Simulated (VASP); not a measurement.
GaN:

```
Ga N
1.0
     3.18275    0.00000    0.00000
    -1.59137    2.75634    0.00000
     0.00000    0.00000    5.18456
Ga N
2 2
Direct
  0.33333 0.66667 0.99910
  0.66667 0.33333 0.49910
  0.33333 0.66667 0.37590
  0.66667 0.33333 0.87590
```

Base run:

```yaml
Program: VASP 6.6.1
Functional: r2SCAN
Dispersion: D3(BJ)
Potentials_or_basis: VASP PAW PBE potentials, release 64 (Ga_d, N_h)
Cutoff: 910 eV
k_mesh: 8 × 8 × 4
Occupations: gaussian, width 0.05 eV
Spin: no spin polarisation
```

Its results: band gap on the k mesh 2.34 eV; pressure -0.7 GPa; largest force 0.005 eV/Å.

Question: The run is repeated on the same cell with these changes: dispersion from D3(BJ) to none. What comes out?

Answer: Band gap on the k mesh 2.34 eV; pressure 1.0 GPa; largest force 0.005 eV/Å.

Dispersion adds attraction, which lowers the pressure at fixed volume and, as a term added to the energy, leaves the levels alone.

Caveats: the cutoff is under 1.25 times the usual one of these potentials, so pressure, stress and relaxed cells hold a basis-set (Pulay) error; the PAW data sets were made with another functional, which shifts forces and pressure a little.

